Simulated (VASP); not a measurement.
SnSe: single point with LDA

SnSe, a slab with vacuum:

```
Sn Se
1.0
     4.18990    0.00000    0.00000
     0.00000    4.18990    0.00000
     0.00000    0.00000   10.97962
Sn Se
2 2
Direct
  0.50000 0.00000 0.36450
  0.00000 0.50000 0.62184
  0.50000 0.00000 0.62178
  0.00000 0.50000 0.37822
```

This cell differs from its parent crystal: atom 1 (Sn) moved -0.150 Å towards its neighbour atom 3 (Se) at 2.675 Å.

* Program: VASP 6.6.1
* Task: single point
* Functional: LDA
* Potentials or basis: VASP PAW LDA potentials, release 64 (Sn_d, Se)
* Cutoff: 500 eV
* k mesh: 6 × 6 × 4
* Occupations: gaussian, width 0.05 eV
* Spin: no spin polarisation

```yaml
Largest_force: 0.700 eV/Å
Band_gap_on_the_k_mesh: 1.14 eV, indirect (least direct gap 1.28 eV)
```

Forces on the atoms (eV/Å):
```
Sn   0.000  0.000  0.700
Sn   0.000  0.000  0.058
Se   0.000  0.000 -0.589
Se   0.000  0.000 -0.168
```

Levels at points of the mesh, in eV from the valence-band top:
| k point | band 18 | band 19 | band 20 | band 21 | band 22 | band 23 |
| --- | --- | --- | --- | --- | --- | --- |
| (0.00, 0.00, 0.00) | -2.05 | -2.05 | -0.58 | 1.26 | 3.52 | 3.57 |
| (0.50, 0.00, 0.00) | -1.53 | -0.37 | 0.00 | 1.28 | 1.41 | 1.77 |
| (0.50, 0.50, 0.00) | -3.74 | -1.93 | -1.85 | 2.97 | 3.50 | 4.27 |
| (0.00, 0.00, 0.50) | -2.05 | -2.05 | -0.59 | 1.14 | 3.57 | 4.46 |
| (0.50, 0.00, 0.50) | -1.53 | -0.37 | 0.00 | 1.29 | 1.42 | 1.77 |
| (0.50, 0.50, 0.50) | -3.74 | -1.93 | -1.85 | 2.94 | 3.46 | 4.31 |

It took 68 s on 1 thread of Intel(R) Xeon(R) 6975P-C (Granite Rapids) (shared host), peak memory 0.29 GiB.

Caveat: the cell differs from its parent crystal (atom 1 (Sn) moved -0.150 Å towards its neighbour atom 3 (Se) at 2.675 Å); spin-orbit coupling is left out, which moves the levels of the heavy elements.
